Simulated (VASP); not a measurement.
Set up this calculation in VASP 6.6.1, as the native input.

| Item | Value |
| --- | --- |
| Task | single point |
| Functional | PBE |
| Potentials or basis | VASP PAW PBE potentials, release 64 (Sn_d, H, Br) |
| Cutoff | 520 eV |
| k mesh | 6 × 6 × 4 |
| Occupations | gaussian, width 0.1 eV |
| Spin | no spin polarisation |
| Dipole correction | no |
| Further INCAR settings | ALGO = Normal; EDIFF = 1e-06; NBANDS = 28 |

The structure of Sn2H3Br lies in POSCAR:

```
Sn2H3Br
1.0
    4.7959796180      0.0000000000      0.0000000000
   -2.3979898090      4.1534401852      0.0000000000
    0.0000000000      0.0000000000      8.6349590697
Sn H Br
2 3 1
Direct
    0.6666666667      0.3333333333      0.1254824752
    0.3333333333      0.6666666667      0.0371188766
    0.6666666667      0.3333333333      0.3269785897
    0.0000000000      0.0000000000      0.4295912331
    0.0000000000      0.0000000000      0.5165776857
    0.3333333333      0.6666666667      0.7442511397
```

The input as run:

INCAR

```
ALGO = Normal
EDIFF = 1E-6
ENCUT = 520
GGA = PE
ISIF = 2
ISMEAR = 0
LASPH = T
LCHARG = T
LELF = T
LREAL = F
LVHAR = T
LWAVE = F
NBANDS = 28
NELM = 80
PREC = Accurate
SIGMA = 0.1
```

KPOINTS

```
k-points
0
Gamma
  6 6 4
```

Potentials or basis: VASP PAW PBE potentials, release 64 (Sn_d, H, Br).

Run with:

```console
$ cat potpaw_PBE.64/Sn_d/POTCAR potpaw_PBE.64/H/POTCAR potpaw_PBE.64/Br/POTCAR > POTCAR
$ mpirun -np 1 vasp_std > vasp.out
```

Results of the run:

The pressure is 0.1 GPa. The largest force is 0.016 eV/Å.

Wall time 110 s on 1 thread of Intel(R) Xeon(R) Platinum 8259CL CPU @ 2.50GHz (Skylake/Cascade Lake) (shared host), peak memory 0.32 GiB.
